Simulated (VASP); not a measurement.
The system is SiP.

```
CELL_PARAMETERS angstrom
6.22328 -0.01067 -0.07155
-0.01067 5.91635 -0.11527
-0.07155 -0.11527 5.85397
ATOMIC_POSITIONS crystal
Si 0.80629 0.21801 0.52254
Si 0.14256 0.40925 0.61723
Si 0.20024 0.83619 0.96574
Si 0.37514 0.79921 0.32678
Si 0.62253 0.91598 0.74551
Si 0.04057 0.52306 0.11633
Si 0.83618 0.72920 0.37062
Si 0.12144 0.00972 0.59394
P 0.92677 0.69093 0.75498
P 0.67060 0.35425 0.85591
P 0.96999 0.16255 0.15821
P 0.64514 0.98053 0.13880
P 0.42135 0.61515 0.74402
P 0.36551 0.16446 0.85337
P 0.30642 0.31877 0.27549
P 0.57490 0.50243 0.20142
```

Base run:

| Quantity | Value |
| --- | --- |
| Program | VASP 6.6.1 |
| Functional | PBE |
| Dispersion | D3(BJ) |
| Potentials or basis | VASP PAW PBE potentials, release 64 (Si, P) |
| Cutoff | 520 eV |
| k mesh | 4 × 4 × 4 |
| Occupations | fermi-dirac, width 0.1146 eV |
| Spin | no spin polarisation |

Its results: band gap on the k mesh zero (band 36 reaches 11.50 eV, above the bottom of band 37 at 10.19 eV); pressure 18.3 GPa; largest force 2.173 eV/Å.

Q: The run is repeated on the same cell with these changes: dispersion from D3(BJ) to none. What comes out?

A: Band gap on the k mesh zero (band 36 reaches 11.50 eV, above the bottom of band 37 at 10.19 eV); pressure 24.3 GPa; largest force 2.183 eV/Å.

Dispersion adds attraction, which lowers the pressure at fixed volume and, as a term added to the energy, leaves the levels alone.
